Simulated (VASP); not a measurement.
Here is a VASP 6.6.1 calculation.

Contents of INCAR:

```
ALGO = Normal ; EDIFF = 1E-6
ENCUT = 520 ; GGA = PE
ISIF = 2 ; ISMEAR = 0
LASPH = T ; LCHARG = F
LREAL = F ; LWAVE = F
NBANDS = 14 ; NELM = 80
PREC = Accurate ; SIGMA = 0.05
```

The input KPOINTS:

```
k-points
0
Gamma
  8 8 8
```

Contents of POSCAR:

```
NaF
1.0
    0.0000000000      2.3929990000      2.3233000000
    2.3929990000      0.0000000000      2.3233000000
    2.3929990000      2.3929990000      0.0000000000
Na F
1 1
Direct
    0.0000000000      0.0000000000      0.0000000000
    0.5000000000      0.5000000000      0.5000000000
```

Potentials or basis: VASP PAW PBE potentials, release 64 (Na_pv, F).

Command:

```console
$ cat potpaw_PBE.64/Na_pv/POTCAR potpaw_PBE.64/F/POTCAR > POTCAR
$ mpirun -np 1 vasp_std > vasp.out
```

What does it give for the band gap on the k mesh?

5.95 eV, direct.

Predict the pressure.

-1.1 GPa.

Stress tensor (GPa, compression positive):
```
-1.74  0.00  0.00
 0.00 -1.74  0.00
 0.00  0.00  0.18
```

Caveat: the cell differs from its parent crystal (strain +0.030 along x and y, +0.000 along z).
